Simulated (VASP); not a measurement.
Set up this calculation in VASP 6.6.1, as the native input.

- Task: relaxation of cell and atoms
- Functional: PBE
- Potentials or basis: VASP PAW PBE potentials, release 64 (W_sv, C)
- Cutoff: 600 eV
- k mesh: 15 × 15 × 15
- Occupations: fermi-dirac, width 0.08 eV
- Spin: no spin polarisation
- Target pressure: 150 GPa
- Dipole correction: no
- Further INCAR settings: ALGO = Normal; EDIFF = 1e-06; IBRION = 2; EDIFFG = -0.005; NSW = 60; ISIF = 3

The structure of WC (CsCl type) lies in POSCAR:

```
WC
1.0
    2.5029760913      0.0000000000      0.0000000000
    0.0000000000      2.5029760913      0.0000000000
    0.0000000000      0.0000000000      2.5029760913
W C
1 1
Direct
    0.0000000000      0.0000000000      0.0000000000
    0.5000000000      0.5000000000      0.5000000000
```

One way to write it, as run:

INCAR

```
ALGO     = Normal         # electronic algorithm
EDIFF    = 1E-6           # SCF threshold, eV
EDIFFG   = -0.005         # ionic threshold
ENCUT    = 600            # plane-wave cutoff, eV
GGA      = PE             # functional
IBRION   = 2              # ionic algorithm
ISIF     = 3              # what is computed and relaxed
ISMEAR   = -1             # smearing method
LASPH    = T              # aspherical terms in the spheres
LCHARG   = F              # write CHGCAR
LREAL    = F              # projectors in reciprocal space
LWAVE    = F              # write WAVECAR
NELM     = 80             # most SCF steps
NSW      = 60             # ionic steps
PREC     = Accurate       # precision mode
PSTRESS  = 1500.0       
SIGMA    = 0.08           # smearing width, eV
```

KPOINTS

```
k-points
0
Gamma
  15 15 15
```

Potentials or basis: VASP PAW PBE potentials, release 64 (W_sv, C).

The run is started by

```sh
$ cat potpaw_PBE.64/W_sv/POTCAR potpaw_PBE.64/C/POTCAR > POTCAR
$ mpirun -np 1 vasp_std > vasp.out
```

Results of the run:

```
Relaxed volume                                             : 7.97 Å³/atom
Relaxed cell                                               : a = 2.517 Å, b = 2.517 Å, c = 2.517 Å, α = 90.00°, β = 90.00°, γ = 90.00°
Space group after relaxing (to 0.1 Å)                      : Pm-3m (No. 221)
Energy change on relaxing (the run minimises the enthalpy) : -130.9 meV/atom
Ionic steps                                                : 4
Pressure after relaxing                                    : 150.0 GPa
Band gap on the k mesh                                     : zero (bands 9 and 10 overlap by 9.20 eV)
```

Caveat: the cell is relaxed towards a set pressure, so the run minimises the enthalpy, not the energy; spin-orbit coupling is left out, which moves the levels of the heavy elements.

Wall time 63 s on 1 thread of Intel Xeon 8259CL, on a shared host, peak memory 0.16 GiB.
